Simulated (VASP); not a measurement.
# BeTe (F-43m) in VASP: a series of runs

BeTe is run at these levels: PBE; tasks: single point.

Everything below comes from runs of VASP 6.6.1. Logs are shortened: lines on timing, memory, paths and dates and some standing lists are left out, and cuts for length are marked.

### Step 1. The cell of the first run

Symmetry: F-43m, No. 216, cubic system. Conventional cell: a = 5.309 Å, b = 5.309 Å, c = 5.309 Å, α = 90.00°, β = 90.00°, γ = 90.00°. Within 3.0 Å of Be (site symmetry -43m) lie 4 Te at 2.30 Å. Within 3.0 Å of Te (site symmetry -43m) lie 4 Be at 2.30 Å.

### Step 2. Single point, PBE

Input file INCAR:

```
PREC = Accurate ; ENCUT = 520
EDIFF = 1E-6 ; ISMEAR = 0
SIGMA = 0.01 ; LREAL = False
LASPH = True ; NELM = 80
ALGO = Normal ; ISIF = 2
LWAVE = False ; LCHARG = False
GGA = PE ; NBANDS = 11
```

Input file KPOINTS:

```
Automatic mesh
0
Gamma
  5 5 5
```

Input file POSCAR:

```
BeTe
1.0
    0.0000000000      2.6544466008      2.6544466008
    2.6544466008      0.0000000000      2.6544466008
    2.6544466008      2.6544466008      0.0000000000
Be Te
1 1
Direct
    0.0000000000      0.0000000000      0.0000000000
    0.2500000000      0.2500000000      0.2500000000
```

Potentials or basis: VASP PAW PBE potentials, release 64 (Be, Te).

The run is started by

```sh
$ cat potpaw_PBE.64/Be/POTCAR potpaw_PBE.64/Te/POTCAR > POTCAR
$ mpirun -np 1 vasp_std > vasp.out
```

OUTCAR:

```text
PREC = Accurate
   ENCUT = 520
   EDIFF = 1E-6
   ISMEAR = 0
   LREAL = False
   LASPH = True
   NELM = 80
   ISIF = 2
   GGA = PE

 ion  position               nearest neighbor table
   1  0.000  0.000  0.000-   2 2.30   2 2.30   2 2.30   2 2.30
   2  0.250  0.250  0.250-   1 2.30   1 2.30   1 2.30   1 2.30

  LATTYP: Found a face centered cubic cell.
 ALAT       =     5.3088932016

  Lattice vectors:

 A1 = (   0.0000000000,   2.6544466008,   2.6544466008)
 A2 = (   2.6544466008,   0.0000000000,   2.6544466008)
 A3 = (   2.6544466008,   2.6544466008,   0.0000000000)

Analysis of symmetry for initial positions (statically):
=====================================================================
 Subroutine PRICEL returns:
 Original cell was already a primitive cell.

 Routine SETGRP: Setting up the symmetry group for a
 face centered cubic supercell.

 Subroutine GETGRP returns: Found 24 space group operations
 (whereof 24 operations were pure point group operations)
 out of a pool of 48 trial point group operations.

The static configuration has the point symmetry T_d .

Analysis of symmetry for dynamics (positions and initial velocities):
=====================================================================
 Subroutine PRICEL returns:
 Original cell was already a primitive cell.

 Routine SETGRP: Setting up the symmetry group for a
 face centered cubic supercell.

 Subroutine GETGRP returns: Found 24 space group operations
 (whereof 24 operations were pure point group operations)
 out of a pool of 48 trial point group operations.

The dynamic configuration has the point symmetry T_d .

 Subroutine INISYM returns: Found 24 space group operations
 (whereof 24 operations are pure point group operations),
 and found     1 'primitive' translations

----------------------------------------------------------------------------------------

                                     Primitive cell

  volume of cell :      37.4069

  direct lattice vectors                    reciprocal lattice vectors
     0.000000000  2.654446601  2.654446601    -0.188363179  0.188363179  0.188363179
     2.654446601  0.000000000  2.654446601     0.188363179 -0.188363179  0.188363179
     2.654446601  2.654446601  0.000000000     0.188363179  0.188363179 -0.188363179

  length of vectors
     3.753954383  3.753954383  3.753954383     0.326254596  0.326254596  0.326254596

  position of ions in fractional coordinates (direct lattice)
     0.000000000  0.000000000  0.000000000
     0.250000000  0.250000000  0.250000000

  ion indices of the primitive-cell ions
   primitive index   ion index
                 1           1
                 2           2

----------------------------------------------------------------------------------------

 KPOINTS: Automatic mesh

Automatic generation of k-mesh.
 Grid dimensions read from file:
 generate k-points for:    5    5    5

 Generating k-lattice:

  Cartesian coordinates                     Fractional coordinates (reciprocal lattice)
    -0.037672636  0.037672636  0.037672636     0.200000000  0.000000000  0.000000000
     0.037672636 -0.037672636  0.037672636     0.000000000  0.200000000  0.000000000
     0.037672636  0.037672636 -0.037672636     0.000000000  0.000000000  0.200000000

  Length of vectors
     0.065250919  0.065250919  0.065250919

  Shift w.r.t. Gamma in fractional coordinates (k-lattice)
     0.000000000  0.000000000  0.000000000

 Subroutine IBZKPT returns following result:
 ===========================================

 Found     10 irreducible k-points:

 Following reciprocal coordinates:
            Coordinates               Weight
  0.000000  0.000000  0.000000      1.000000
  0.200000  0.000000  0.000000      8.000000
  0.400000  0.000000  0.000000      8.000000
  0.200000  0.200000  0.000000      6.000000
  0.400000  0.200000  0.000000     24.000000
 -0.400000  0.200000  0.000000     24.000000
 -0.200000  0.200000  0.000000     12.000000
  0.400000  0.400000  0.000000      6.000000
 -0.400000  0.400000  0.000000     12.000000
 -0.400000  0.400000  0.200000     24.000000
   k-points           NKPTS =     10   k-points in BZ     NKDIM =     10   number of bands    NBANDS=     11
   number of dos      NEDOS =    301   number of ions     NIONS =      2
   total plane-waves  NPLWV =  21952
   dimension x,y,z NGX =    28 NGY =   28 NGZ =   28
   dimension x,y,z NGXF=    56 NGYF=   56 NGZF=   56
   ions per type =               1   1
   NGX,Y,Z   is equivalent  to a cutoff of  12.40, 12.40, 12.40 a.u.
   NGXF,Y,Z  is equivalent  to a cutoff of  24.80, 24.80, 24.80 a.u.
 SYSTEM =  unknown system
   PREC   = accura    normal or accurate (medium, high low for compatibility)
   ISTART =      0    job   : 0-new  1-cont  2-samecut
   ICHARG =      2    charge: 1-file 2-atom 10-const
   ISPIN  =      1    spin polarized calculation?
   LNONCOLLINEAR =      F non collinear calculations
   LSORBIT =      F    spin-orbit coupling
[... 74 lines left out ...]
      1      -5.8606      2.00000
      2       4.2394      2.00000
      3       6.6099      2.00000
      4       6.6099      2.00000
      5      11.0167      0.00000
      6      11.5606      0.00000
      7      11.5606      0.00000
      8      14.6495      0.00000
      9      16.3441      0.00000
     10      16.3441      0.00000
     11      16.5491      0.00000

 k-point     3 :       0.4000    0.0000    0.0000
  band No.  band energies     occupation
      1      -4.7663      2.00000
      2       1.0391      2.00000
      3       5.9110      2.00000
      4       5.9110      2.00000
      5      10.8835      0.00000
      6      11.7926      0.00000
      7      11.7926      0.00000
      8      15.0334      0.00000
      9      18.1199      0.00000
     10      18.1199      0.00000
     11      18.3543      0.00000

 k-point     4 :       0.2000    0.2000    0.0000
  band No.  band energies     occupation
      1      -5.7017      2.00000
      2       4.8743      2.00000
      3       5.5637      2.00000
      4       5.5637      2.00000
      5       9.8365      0.00000
      6      12.4345      0.00000
      7      13.2636      0.00000
      8      13.2636      0.00000
      9      16.3964      0.00000
     10      17.7965      0.00000
     11      18.5546      0.00000

 k-point     5 :       0.4000    0.2000    0.0000
  band No.  band energies     occupation
      1      -4.7743      2.00000
      2       2.1130      2.00000
      3       4.5872      2.00000
      4       4.9299      2.00000
      5      10.1795      0.00000
      6      12.5217      0.00000
      7      13.6939      0.00000
      8      13.9692      0.00000
      9      18.2583      0.00000
     10      19.4000      0.00000
     11      19.5245      0.00000

 k-point     6 :      -0.4000    0.2000    0.0000
  band No.  band energies     occupation
      1      -4.2344      2.00000
      2       1.0021      2.00000
      3       3.7013      2.00000
      4       5.2450      2.00000
      5      10.5741      0.00000
      6      13.2341      0.00000
      7      13.3701      0.00000
      8      15.7918      0.00000
      9      16.9525      0.00000
     10      17.6229      0.00000
     11      19.6137      0.00000

 k-point     7 :      -0.2000    0.2000    0.0000
  band No.  band energies     occupation
      1      -5.1511      2.00000
      2       2.8490      2.00000
      3       4.1324      2.00000
      4       6.2750      2.00000
      5      11.4723      0.00000
      6      12.1363      0.00000
      7      12.9923      0.00000
      8      14.1038      0.00000
      9      15.3321      0.00000
     10      18.2103      0.00000
     11      19.6573      0.00000

 k-point     8 :       0.4000    0.4000    0.0000
  band No.  band energies     occupation
      1      -4.2008      2.00000
      2       1.7466      2.00000
      3       4.0932      2.00000
      4       4.0932      2.00000
      5       8.9161      0.00000
      6       9.9321      0.00000
      7      17.0250      0.00000
      8      17.0250      0.00000
      9      19.4447      0.00000
     10      20.5520      0.00000
     11      21.5890      0.00000

 k-point     9 :      -0.4000    0.4000    0.0000
  band No.  band energies     occupation
      1      -3.7923      2.00000
      2       1.4379      2.00000
      3       2.6413      2.00000
      4       4.2294      2.00000
      5       9.4525      0.00000
      6      11.6323      0.00000
      7      16.4001      0.00000
      8      16.8986      0.00000
      9      17.8622      0.00000
     10      18.7735      0.00000
     11      21.9326      0.00000

 k-point    10 :      -0.4000    0.4000    0.2000
  band No.  band energies     occupation
      1      -3.9940      2.00000
      2       1.7226      2.00000
      3       2.8345      2.00000
      4       3.9095      2.00000
      5      11.7272      0.00000
      6      12.0877      0.00000
      7      13.2243      0.00000
      8      16.2119      0.00000
      9      17.4618      0.00000
     10      19.4288      0.00000
     11      21.6286      0.00000

------------------------ aborting loop because EDIFF is reached ----------------------------------------

  FORCE on cell =-STRESS in cart. coord.  units (eV):
  Direction    XX          YY          ZZ          XY          YZ          ZX
  --------------------------------------------------------------------------------------
  -------------------------------------------------------------------------------------
  Total        3.8823440      3.8823440      3.8823440     -0.0000000      0.0000000     -0.0000000
  in kB      166.2848275    166.2848275    166.2848275     -0.0000000      0.0000000     -0.0000000
  external PRESSURE =     166.2848275 kB  Pullay stress =       0.0000000 kB

 VOLUME and BASIS-vectors are now :
 -----------------------------------------------------------------------------
  energy-cutoff  :      520.00
  volume of cell :       37.41
      direct lattice vectors                 reciprocal lattice vectors
     0.000000000  2.654446601  2.654446601    -0.188363179  0.188363179  0.188363179
     2.654446601  0.000000000  2.654446601     0.188363179 -0.188363179  0.188363179
     2.654446601  2.654446601  0.000000000     0.188363179  0.188363179 -0.188363179

 POSITION                                       TOTAL-FORCE (eV/Angst)
 -----------------------------------------------------------------------------------
      0.00000      0.00000      0.00000        -0.000000     -0.000000     -0.000000
      1.32722      1.32722      1.32722         0.000000      0.000000      0.000000
 -----------------------------------------------------------------------------------
    total drift:                                0.000000      0.000000      0.000000

  FREE ENERGIE OF THE ION-ELECTRON SYSTEM (eV)
  ---------------------------------------------------
  free  energy   TOTEN  =        -7.2419262526 eV

  energy  without entropy=       -7.2419262526  energy(sigma->0) =       -7.24192625
```

It took 5.5 s on 1 thread of Intel Xeon Platinum 8259CL at 2.50GHz (Skylake/Cascade Lake), shared host; peak memory 0.15 GiB.

Results:

```yaml
Free_energy: -7.2419 eV
Pressure: 16.6 GPa
Band_gap_on_the_k_mesh: 1.63 eV, indirect (least direct gap 3.40 eV)
```

Levels at points of the mesh, in eV from the valence-band top:
| k point | band 1 | band 2 | band 3 | band 4 | band 5 | band 6 | band 7 | band 8 | band 9 |
| --- | --- | --- | --- | --- | --- | --- | --- | --- | --- |
| (0.00, 0.00, 0.00) | -13.62 | 0.00 | 0.00 | 0.00 | 3.40 | 3.40 | 3.40 | 5.22 | 8.53 |

Caveat: spin-orbit coupling is left out, which moves the levels of the heavy elements. A hybrid or GW would open this gap; PBE tends to underestimate it.

### Step 3. Single point, PBE

This run uses another cell than the first one, of 19.55 Å³/atom, 1.045 times its volume.

Input file INCAR:

```
SYSTEM = BeTe
PREC = Accurate
ENCUT = 520
EDIFF = 1E-7
ISMEAR = 0
SIGMA = 0.01
LREAL = .False.
LASPH = .True.
NELM = 60
ALGO = Normal
ISIF = 2
LWAVE = .False.
LCHARG = .False.
GGA = PE
NBANDS = 11
```

Input file KPOINTS:

```
regular mesh
0
Gamma
  5 5 5
  0 0 0
```

Input file POSCAR:

```
BeTe
1.0
    0.0000000000      2.6940710486      2.6940710486
    2.6940710486      0.0000000000      2.6940710486
    2.6940710486      2.6940710486      0.0000000000
Be Te
1 1
Direct
    0.0000000000      0.0000000000      0.0000000000
    0.2500000000      0.2500000000      0.2500000000
```

Potentials or basis: VASP PAW PBE potentials, release 64 (Be, Te).

The run is started by

```sh
$ cat potpaw_PBE.64/Be/POTCAR potpaw_PBE.64/Te/POTCAR > POTCAR
$ mpirun -np 1 vasp_std > vasp.out
```

Run time: 6.7 s. Hardware: 1 thread of Intel Xeon Platinum 8259CL at 2.50GHz (Skylake/Cascade Lake), shared host; peak memory 0.15 GiB.

It converged, with:

```
Free energy            : -7.3921 eV
Pressure               : 11.8 GPa
Band gap on the k mesh : 1.75 eV, indirect (least direct gap 3.46 eV)
```

Levels at points of the mesh, in eV from the valence-band top:
| k point | band 1 | band 2 | band 3 | band 4 | band 5 | band 6 | band 7 | band 8 |
| --- | --- | --- | --- | --- | --- | --- | --- | --- |
| (0.00, 0.00, 0.00) | -13.26 | 0.00 | 0.00 | 0.00 | 3.46 | 3.46 | 3.46 | 4.85 |

Caveat: spin-orbit coupling is left out, which moves the levels of the heavy elements. A k mesh can miss the band edges.

### Step 4. Single point, PBE

This run uses another cell than the first one, of 20.40 Å³/atom, 1.091 times its volume.

Input file INCAR:

```
SYSTEM = BeTe
  PREC = Accurate
  ENCUT = 520
  EDIFF = 1E-6
  ISMEAR = 0
  SIGMA = 0.01
  LREAL = .False.
  LASPH = .True.
  NELM = 60
  ALGO = Normal
  ISIF = 2
  LWAVE = .False.
  LCHARG = .False.
  GGA = PE
  NBANDS = 11
```

Input file KPOINTS:

```
Automatic mesh
0
Gamma
  5 5 5
  0 0 0
```

Input file POSCAR:

```
BeTe
1.0
    0.0000000000      2.7325629784      2.7325629784
    2.7325629784      0.0000000000      2.7325629784
    2.7325629784      2.7325629784      0.0000000000
Be Te
1 1
Direct
    0.0000000000      0.0000000000      0.0000000000
    0.2500000000      0.2500000000      0.2500000000
```

The run is started by

```sh
$ cat potpaw_PBE.64/Be/POTCAR potpaw_PBE.64/Te/POTCAR > POTCAR
$ mpirun -np 1 vasp_std > vasp.out
```

It took 6.2 s on 1 thread of Intel Xeon Platinum 8259CL at 2.50GHz (Skylake/Cascade Lake), shared host; peak memory 0.16 GiB.

The run converged. Its results:

```yaml
Free_energy: -7.4960 eV
Pressure: 7.9 GPa
Band_gap_on_the_k_mesh: 1.86 eV, indirect (least direct gap 3.52 eV)
```

Levels at points of the mesh, in eV from the valence-band top:
```
           k point  band 2  band 3  band 4  band 5  band 6  band 7
(0.00, 0.00, 0.00)    0.00    0.00    0.00    3.52    3.52    3.52
```

Caveat: spin-orbit coupling is left out, which moves the levels of the heavy elements.

### Step 5. Single point, PBE

This run uses another cell than the first one, of 21.25 Å³/atom, 1.136 times its volume.

Input file INCAR:

```
  PREC = Accurate
  ENCUT = 520
  EDIFF = 1E-6
  ISMEAR = 0
  SIGMA = 0.01
  LREAL = False
  LASPH = True
  NELM = 100
  ALGO = Normal
  ISIF = 2
  LWAVE = False
  LCHARG = False
  GGA = PE
  NBANDS = 11
```

Input file KPOINTS:

```
regular mesh
0
Gamma
  5 5 5
```

Input file POSCAR:

```
BeTe
1.0
    0.0000000000      2.7700000000      2.7700000000
    2.7700000000      0.0000000000      2.7700000000
    2.7700000000      2.7700000000      0.0000000000
Be Te
1 1
Direct
    0.0000000000      0.0000000000      0.0000000000
    0.2500000000      0.2500000000      0.2500000000
```

The run is started by

```sh
$ cat potpaw_PBE.64/Be/POTCAR potpaw_PBE.64/Te/POTCAR > POTCAR
$ mpirun -np 1 vasp_std > vasp.out
```

Run time: 6.9 s. Hardware: 1 thread of Intel Xeon Platinum 8259CL at 2.50GHz (Skylake/Cascade Lake), shared host; peak memory 0.16 GiB.

The run converged. Its results:

- Free energy: -7.5617 eV
- Pressure: 4.6 GPa
- Band gap on the k mesh: 1.96 eV, indirect (least direct gap 3.56 eV)

Levels at points of the mesh, in eV from the valence-band top:
| k point | band 1 | band 2 | band 3 | band 4 | band 5 | band 6 | band 7 | band 8 |
| --- | --- | --- | --- | --- | --- | --- | --- | --- |
| (0.00, 0.00, 0.00) | -12.63 | 0.00 | 0.00 | 0.00 | 3.56 | 3.56 | 3.56 | 4.19 |

Caveat: spin-orbit coupling is left out, which moves the levels of the heavy elements. A k mesh can miss the band edges.

### Step 6. Single point, PBE

This run uses another cell than the first one, of 22.10 Å³/atom, 1.182 times its volume.

Input file INCAR:

```
SYSTEM = BeTe
PREC     = Accurate       ! precision mode
ENCUT    = 520            ! plane-wave cutoff, eV
EDIFF    = 1E-6           ! SCF threshold, eV
ISMEAR   = 0              ! smearing method
SIGMA    = 0.01           ! smearing width, eV
LREAL    = .FALSE.        ! projectors in reciprocal space
LASPH    = .TRUE.         ! aspherical terms in the spheres
NELM     = 80             ! most SCF steps
ALGO     = Normal         ! electronic algorithm
ISIF     = 2              ! what is computed and relaxed
LWAVE    = .FALSE.        ! write WAVECAR
LCHARG   = .TRUE.         ! write CHGCAR
GGA      = PE             ! functional
LELF     = .TRUE.         ! ELF
LVHAR    = .TRUE.       
NBANDS   = 11             ! bands
```

Input file KPOINTS:

```
regular mesh
0
G
  5 5 5
  0 0 0
```

Input file POSCAR:

```
BeTe
1.0
    0.0000000000      2.8064515486      2.8064515486
    2.8064515486      0.0000000000      2.8064515486
    2.8064515486      2.8064515486      0.0000000000
Be Te
1 1
Direct
    0.0000000000      0.0000000000      0.0000000000
    0.2500000000      0.2500000000      0.2500000000
```

Potentials or basis: VASP PAW PBE potentials, release 64 (Be, Te).

The run is started by

```sh
$ cat potpaw_PBE.64/Be/POTCAR potpaw_PBE.64/Te/POTCAR > POTCAR
$ mpirun -np 1 vasp_std > vasp.out
```

It took 7.8 s on 1 thread of Intel Xeon Platinum 8259CL at 2.50GHz (Skylake/Cascade Lake), shared host; peak memory 0.16 GiB.

The run converged. Its results:

```yaml
Free_energy: -7.5959 eV
Pressure: 1.9 GPa
Band_gap_on_the_k_mesh: 2.05 eV, indirect (least direct gap 3.60 eV)
```

Levels at points of the mesh, in eV from the valence-band top:
```tsv
k point	band 1	band 2	band 3	band 4	band 5	band 6	band 7	band 8
(0.00, 0.00, 0.00)	-12.36	0.00	0.00	0.00	3.60	3.60	3.60	3.90
```

Caveat: spin-orbit coupling is left out, which moves the levels of the heavy elements. A k mesh can miss the band edges.

### Step 7. Overview

```csv
cell,gap on the mesh (eV),pressure (GPa)
"a = 3.754 Å, angles 60.0°, 2 atoms",1.63,16.6
"a = 3.810 Å, angles 60.0°, 2 atoms",1.75,11.8
"a = 3.864 Å, angles 60.0°, 2 atoms",1.86,7.9
"a = 3.917 Å, angles 60.0°, 2 atoms",1.96,4.6
"a = 3.969 Å, angles 60.0°, 2 atoms",2.05,1.9
```

Alike in all rows: task single point; level PBE; potentials or basis VASP PAW PBE potentials, release 64 (Be, Te); no spin polarisation; k mesh 5 × 5 × 5; cutoff (eV) 520; smearing gaussian 0.01 eV.

Caveats: spin-orbit coupling is left out, which moves the levels of the heavy elements.

Absolute energies hang on the potentials; compare differences alone.
